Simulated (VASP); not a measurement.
# In (Im-3m) in VASP: further runs

In is run at these levels: PBE0, HSE06; tasks: single point.

Everything below comes from runs of VASP 6.6.1. Logs are shortened: lines on timing, memory, paths and dates and some standing lists are left out, and cuts for length are marked.

### Step 1. The cell of the first run

It takes space group Im-3m (No. 229, cubic). The conventional cell has a = 3.714 Å, b = 3.714 Å, c = 3.714 Å, α = 90.00°, β = 90.00°, γ = 90.00°. Within 4.2 Å of In (site symmetry m-3m) lie 14 In at 3.22 to 3.71 Å.

This isn't the form of In at room conditions, which is tetragonal.

### Step 2. Single point, PBE0

File POSCAR:

```
In
1.0
   -1.8570825908      1.8570825908      1.8570825908
    1.8570825908     -1.8570825908      1.8570825908
    1.8570825908      1.8570825908     -1.8570825908
In
1
Direct
    0.0000000000      0.0000000000      0.0000000000
```

File INCAR.step1:

```
PREC = Accurate
ENCUT = 520
EDIFF = 1E-5
ISMEAR = -1
SIGMA = 0.05
LREAL = False
LASPH = True
NELM = 80
ALGO = Normal
ISIF = 2
LWAVE = True
LCHARG = False
NBANDS = 12
GGA = PE
```

File INCAR.step2:

```
PREC = Accurate
ENCUT = 520
EDIFF = 1E-7
ISMEAR = -1
SIGMA = 0.05
LREAL = False
LASPH = True
NELM = 80
ALGO = Normal
ISIF = 2
LWAVE = False
LCHARG = False
GGA = PE
LHFCALC = True
AEXX = 0.25
PRECFOCK = Normal
NBANDS = 12
ISTART = 1
```

File KPOINTS:

```
Automatic mesh
0
Gamma
  6 6 6
```

Potentials or basis: VASP PAW PBE potentials, release 64 (In_d).

Run with:

```console
$ cat potpaw_PBE.64/In_d/POTCAR > POTCAR
$ cp INCAR.step1 INCAR
$ mpirun -np 1 vasp_std > vasp.out
$ cp INCAR.step2 INCAR
$ mpirun -np 1 vasp_std > vasp.out
```

OUTCAR:

```text
PREC = Accurate
   ENCUT = 520
   EDIFF = 1E-7
   ISMEAR = -1
   LREAL = False
   LASPH = True
   NELM = 80
   ISIF = 2
   GGA = PE
   LHFCALC = True
   AEXX = 0.25
   PRECFOCK = Normal
   ISTART = 1

 ion  position               nearest neighbor table
   1  0.000  0.000  0.000-

  LATTYP: Found a body centered cubic cell.
 ALAT       =     3.7141651816

  Lattice vectors:

 A1 = (  -1.8570825908,   1.8570825908,   1.8570825908)
 A2 = (   1.8570825908,  -1.8570825908,   1.8570825908)
 A3 = (   1.8570825908,   1.8570825908,  -1.8570825908)

Analysis of symmetry for initial positions (statically):
=====================================================================
 Subroutine PRICEL returns:
 Original cell was already a primitive cell.

 Routine SETGRP: Setting up the symmetry group for a
 body centered cubic supercell.

 Subroutine GETGRP returns: Found 48 space group operations
 (whereof 48 operations were pure point group operations)
 out of a pool of 48 trial point group operations.

The static configuration has the point symmetry O_h .

Analysis of symmetry for dynamics (positions and initial velocities):
=====================================================================
 Subroutine PRICEL returns:
 Original cell was already a primitive cell.

 Routine SETGRP: Setting up the symmetry group for a
 body centered cubic supercell.

 Subroutine GETGRP returns: Found 48 space group operations
 (whereof 48 operations were pure point group operations)
 out of a pool of 48 trial point group operations.

The dynamic configuration has the point symmetry O_h .

 Subroutine INISYM returns: Found 48 space group operations
 (whereof 48 operations are pure point group operations),
 and found     1 'primitive' translations

----------------------------------------------------------------------------------------

                                     Primitive cell

  volume of cell :      25.6185

  direct lattice vectors                    reciprocal lattice vectors
    -1.857082591  1.857082591  1.857082591     0.000000000  0.269239506  0.269239506
     1.857082591 -1.857082591  1.857082591     0.269239506  0.000000000  0.269239506
     1.857082591  1.857082591 -1.857082591     0.269239506  0.269239506  0.000000000

  length of vectors
     3.216561401  3.216561401  3.216561401     0.380762161  0.380762161  0.380762161

  position of ions in fractional coordinates (direct lattice)
     0.000000000  0.000000000  0.000000000

  ion indices of the primitive-cell ions
   primitive index   ion index
                 1           1

----------------------------------------------------------------------------------------

 KPOINTS: Automatic mesh

Automatic generation of k-mesh.
 Grid dimensions read from file:
 generate k-points for:    6    6    6

 Generating k-lattice:

  Cartesian coordinates                     Fractional coordinates (reciprocal lattice)
     0.000000000  0.044873251  0.044873251     0.166666667  0.000000000  0.000000000
     0.044873251  0.000000000  0.044873251     0.000000000  0.166666667  0.000000000
     0.044873251  0.044873251  0.000000000     0.000000000  0.000000000  0.166666667

  Length of vectors
     0.063460360  0.063460360  0.063460360

  Shift w.r.t. Gamma in fractional coordinates (k-lattice)
     0.000000000  0.000000000  0.000000000

 Subroutine IBZKPT returns following result:
 ===========================================

 Found     16 irreducible k-points:

 Following reciprocal coordinates:
            Coordinates               Weight
  0.000000  0.000000  0.000000      1.000000
  0.166667  0.000000  0.000000     12.000000
  0.333333  0.000000  0.000000     12.000000
  0.500000  0.000000  0.000000      6.000000
  0.166667  0.166667  0.000000     24.000000
  0.333333  0.166667  0.000000     48.000000
[... 8 lines left out ...]
  0.500000  0.500000  0.333333     12.000000
  0.500000  0.500000  0.500000      1.000000
   k-points           NKPTS =     16   k-points in BZ     NKDIM =    216   number of bands    NBANDS=     12
   number of dos      NEDOS =    301   number of ions     NIONS =      1
   total plane-waves  NPLWV =  13824
   dimension x,y,z NGX =    24 NGY =   24 NGZ =   24
   dimension x,y,z NGXF=    48 NGYF=   48 NGZF=   48
   ions per type =               1
   NGX,Y,Z   is equivalent  to a cutoff of  12.40, 12.40, 12.40 a.u.
   NGXF,Y,Z  is equivalent  to a cutoff of  24.81, 24.81, 24.81 a.u.
 SYSTEM =  unknown system
   PREC   = accura    normal or accurate (medium, high low for compatibility)
   ISTART =      1    job   : 0-new  1-cont  2-samecut
   ICHARG =      0    charge: 1-file 2-atom 10-const
   ISPIN  =      1    spin polarized calculation?
   LNONCOLLINEAR =      F non collinear calculations
   LSORBIT =      F    spin-orbit coupling
   LASPH  =      T    aspherical Exc in radial PAW
   ENCUT  =  520.0 eV  38.22 Ry    6.18 a.u.   5.98  5.98  5.98*2*pi/ulx,y,z
   NELM   =     80;   NELMIN=  2; NELMDL=  0     # of ELM steps
   EDIFF  = 0.1E-06   stopping-criterion for ELM
   LREAL  =      F    real-space projection
   EDIFFG = 0.1E-05   stopping-criterion for IOM
   NSW    =      0    number of steps for IOM
   IBRION =     -1    ionic relax: 0-MD 1-quasi-New 2-CG
   NFREE  =      0    steps in history (QN), initial steepest desc. (CG)
   ISIF   =      2    stress and relaxation
   ISYM   =      3    0-nonsym 1-usesym 2-fastsym
   POTIM  = 0.5000    time-step for ionic-motion
   TEBEG  =    0.0;   TEEND  =   0.0 temperature during run
   PSTRESS=    0.0 pullay stress
   NELECT =      13.0000    total number of electrons
   NUPDOWN=      -1.0000    fix difference up-down
   EMIN   =  10.00;   EMAX   =-10.00  energy-range for DOS
   EFERMI =   0.00;   METHOD = LEGACY
   ISMEAR =    -1;   SIGMA  =   0.05  broadening in eV -4-tet -1-fermi 0-gaus
   EFERMI_NEDOS =   21; number of points for ismear=-14 and -15
   IALGO  =     38    algorithm
   IMIX   =      1    mixing-type and parameters
     AMIX     =   0.40;   BMIX     =  1.00
     AMIX_MAG =   1.60;   BMIX_MAG =  1.00
  volume/ion in A,a.u.               =      25.62       172.88
  Fermi-wavevector in a.u.,A,eV,Ry     =   1.305784  2.467574 23.198917  1.705072
  Thomas-Fermi vector in A             =   2.436630
   LORBIT       =      0    0 simple, 1 ext, 2 COOP (PROOUT), +10 PAW based schemes
   GGA     = PE    functional components
   LHFCALC =     T    Hartree Fock is set to
   PRECFOCK=normal    Normal, Fast or Accurate (Low or Medium for compatibility)
   ENCUT4O =  -1.0   cutoff for four orbital integrals eV
   NKREDX  =     1    reduce k-point grid by
   NKREDY  =     1    reduce k-point grid by
   NKREDZ  =     1    reduce k-point grid by
   AEXX    =    0.2500 exact exchange contribution
   HFSCREEN=    0.0000 screening length (either q_TF or 0.3 A-1)
   HFSCREENC=   0.0000 screening length for correlation (either q_TF or 0.3 A-1)
   ENCUTFOCK=  -1.0 apply spherical cutoff to Coloumb kernel
   IVDW    =     0    specifies the selected vdW correction
   LEPSILON=     F    determine dielectric tensor
   LRPA    =     F    only Hartree local field effects (RPA)
 non-spin polarized calculation
  energy-cutoff  :      520.00
  volume of cell :       25.62
 maximum number of plane-waves:       712
  NGX = 18; NGY = 18; NGZ = 18

 number of electron      12.9999991 magnetization

 Free energy of the ion-electron system (eV)
  ---------------------------------------------------
  ext. energy  EPLUGINS =         0.00000000
  ---------------------------------------------------
  free energy    TOTEN  =        -3.22220955 eV

  energy without entropy =       -3.21802321  energy(sigma->0) =       -3.22011638

 E-fermi :   7.8340     XC(G=0):  -8.1742

 val. band max:        6.7994365520   @ k =   0.5000   0.5000   0.3333
 cond. band min:       7.9313377029   @ k =  -0.3333   0.5000   0.1667
 fundamental gap:      1.1319011509
 Fermi energy:         7.8340421955

 k-point     1 :       0.0000    0.0000    0.0000
  band No.  band energies     occupation
      1      -9.4741      2.00000
      2      -9.4741      2.00000
      3      -9.4741      2.00000
      4      -9.1720      2.00000
      5      -9.1720      2.00000
      6      -3.6935      2.00000
      7      20.5378      0.00000
      8      20.5378      0.00000
      9      20.5378      0.00000
     10      21.9643      0.00000
     11      21.9643      0.00000
     12      21.9643      0.00000

 k-point     2 :       0.1667    0.0000    0.0000
  band No.  band energies     occupation
      1      -9.5049      2.00000
      2      -9.4531      2.00000
      3      -9.3563      2.00000
      4      -9.2009      2.00000
      5      -9.1734      2.00000
      6      -2.9504      2.00000
      7      15.5423      0.00000
      8      18.1963      0.00000
      9      18.8842      0.00000
     10      20.4798      0.00000
     11      20.5882      0.00000
     12      22.3048      0.00000

 k-point     3 :       0.3333    0.0000    0.0000
  band No.  band energies     occupation
      1      -9.5662      2.00000
      2      -9.4793      2.00000
      3      -9.2081      2.00000
      4      -9.1757      2.00000
      5      -9.1121      2.00000
      6      -0.6630      2.00000
      7       9.2256      0.00000
      8      15.7432      0.00000
      9      16.9222      0.00000
     10      19.3719      0.00000
     11      19.5024      0.00000
     12      24.4306      0.00000
[... 166 lines left out ...]
 k-point    15 :       0.5000    0.5000    0.3333
  band No.  band energies     occupation
      1      -9.5308      2.00000
      2      -9.4988      2.00000
      3      -9.1795      2.00000
      4      -9.1133      2.00000
      5      -9.0182      2.00000
      6       5.6739      2.00000
      7       6.7994      2.00000
      8      10.3700      0.00000
      9      12.5438      0.00000
     10      15.9342      0.00000
     11      16.7235      0.00000
     12      26.5424      0.00000

 k-point    16 :       0.5000    0.5000    0.5000
  band No.  band energies     occupation
      1      -9.5958      2.00000
      2      -9.5958      2.00000
      3      -9.0295      2.00000
      4      -9.0295      2.00000
      5      -9.0295      2.00000
      6       9.4501      0.00000
      7       9.4501      0.00000
      8       9.4501      0.00000
      9       9.6280      0.00000
     10      13.6839      0.00000
     11      13.6839      0.00000
     12      29.0635      0.00000

------------------------ aborting loop because EDIFF is reached ----------------------------------------

  FORCE on cell =-STRESS in cart. coord.  units (eV):
  Direction    XX          YY          ZZ          XY          YZ          ZX
  --------------------------------------------------------------------------------------
  -------------------------------------------------------------------------------------
  Total        0.1888911      0.1888911      0.1888911     -0.0000000     -0.0000000     -0.0000000
  in kB       11.8132216     11.8132216     11.8132216     -0.0000000     -0.0000000     -0.0000000
  external PRESSURE =      11.8132216 kB  Pullay stress =       0.0000000 kB

 VOLUME and BASIS-vectors are now :
 -----------------------------------------------------------------------------
  energy-cutoff  :      520.00
  volume of cell :       25.62
      direct lattice vectors                 reciprocal lattice vectors
    -1.857082591  1.857082591  1.857082591     0.000000000  0.269239506  0.269239506
     1.857082591 -1.857082591  1.857082591     0.269239506  0.000000000  0.269239506
     1.857082591  1.857082591 -1.857082591     0.269239506  0.269239506  0.000000000

 POSITION                                       TOTAL-FORCE (eV/Angst)
 -----------------------------------------------------------------------------------
      0.00000      0.00000      0.00000        -0.000000     -0.000000      0.000000
 -----------------------------------------------------------------------------------
    total drift:                               -0.000000      0.000000      0.000000

  FREE ENERGIE OF THE ION-ELECTRON SYSTEM (eV)
  ---------------------------------------------------
  free  energy   TOTEN  =        -3.2222095455 eV

  energy  without entropy=       -3.2180232102  energy(sigma->0) =       -3.22011638
```

Wall time 20 min (1 thread of Intel Xeon Platinum 8259CL at 2.50GHz (Skylake/Cascade Lake), shared host); peak memory 0.15 GiB.

What came out:

| Property | Result |
| --- | --- |
| Free energy | -3.2222 eV |
| Pressure | 1.2 GPa |
| Band gap on the k mesh | zero (an odd number of electrons rules out a gap without spin polarisation) |

Levels at points of the mesh, in eV from the Fermi level:
```
           k point  band 4  band 5  band 6  band 7  band 8  band 9
(0.00, 0.00, 0.00)  -17.01  -17.01  -11.53   12.70   12.70   12.70
(0.50, 0.00, 0.00)  -17.01  -16.82   -4.88   -4.26    6.99    8.38
(0.50, 0.50, 0.50)  -16.86  -16.86    1.62    1.62    1.62    1.79
```

Caveat: the k points lie up to 0.40 Å⁻¹ apart, too coarse for converged energies and pressures of a metal; the PAW data sets were made with another functional, which shifts forces and pressure a little; spin-orbit coupling is left out, which moves the levels of the heavy elements.

### Step 3. Single point, HSE06

This run uses another cell than the first one, of 26.15 Å³/atom.

File POSCAR:

```
In
1.0
   -1.8698904617      1.8698904617      1.8698904617
    1.8698904617     -1.8698904617      1.8698904617
    1.8698904617      1.8698904617     -1.8698904617
In
1
Direct
    0.0000000000      0.0000000000      0.0000000000
```

File INCAR.step1:

```
SYSTEM = In
ALGO = Normal
EDIFF = 1E-5
ENCUT = 520
GGA = PE
ISIF = 2
ISMEAR = -1
LASPH = .True.
LCHARG = .False.
LREAL = .False.
LWAVE = .True.
NBANDS = 12
NELM = 80
PREC = Accurate
SIGMA = 0.05
```

File INCAR.step2:

```
SYSTEM = In
ALGO = Normal
EDIFF = 1E-6
ENCUT = 520
GGA = PE
HFSCREEN = 0.2079
ISIF = 2
ISMEAR = -1
ISTART = 1
LASPH = .True.
LCHARG = .False.
LHFCALC = .True.
LREAL = .False.
LWAVE = .False.
NBANDS = 12
NELM = 80
PREC = Accurate
PRECFOCK = Normal
SIGMA = 0.05
```

File KPOINTS:

```
k-points
0
Gamma
  6 6 6
  0 0 0
```

Potentials or basis: VASP PAW PBE potentials, release 64 (In_d).

Run with:

```console
$ cat potpaw_PBE.64/In_d/POTCAR > POTCAR
$ cp INCAR.step1 INCAR
$ mpirun -np 1 vasp_std > vasp.out
$ cp INCAR.step2 INCAR
$ mpirun -np 1 vasp_std > vasp.out
```

It took 17 min on 1 thread of Intel Xeon Platinum 8259CL at 2.50GHz (Skylake/Cascade Lake), shared host; peak memory 0.25 GiB.

Results (log left out):

```yaml
Free_energy: -2.9212 eV
Pressure: 0.1 GPa
Band_gap_on_the_k_mesh: zero (an odd number of electrons rules out a gap without spin polarisation)
```

Levels at points of the mesh, in eV from the Fermi level:
| k point | band 2 | band 3 | band 4 | band 5 | band 6 | band 7 | band 8 | band 9 | band 10 | band 11 |
| --- | --- | --- | --- | --- | --- | --- | --- | --- | --- | --- |
| (0.00, 0.00, 0.00) | -16.66 | -16.66 | -16.37 | -16.37 | -10.71 | 12.26 | 12.26 | 12.26 | 13.89 | 13.89 |
| (0.50, 0.00, 0.00) | -16.70 | -16.39 | -16.38 | -16.20 | -4.27 | -3.55 | 6.70 | 8.12 | 10.83 | 11.01 |
| (0.50, 0.50, 0.50) | -16.77 | -16.24 | -16.24 | -16.24 | 1.54 | 1.54 | 1.54 | 1.54 | 5.69 | 5.69 |

Caveat: the k points lie up to 0.40 Å⁻¹ apart, too coarse for converged energies and pressures of a metal; the PAW data sets were made with another functional, which shifts forces and pressure a little; spin-orbit coupling is left out, which moves the levels of the heavy elements.
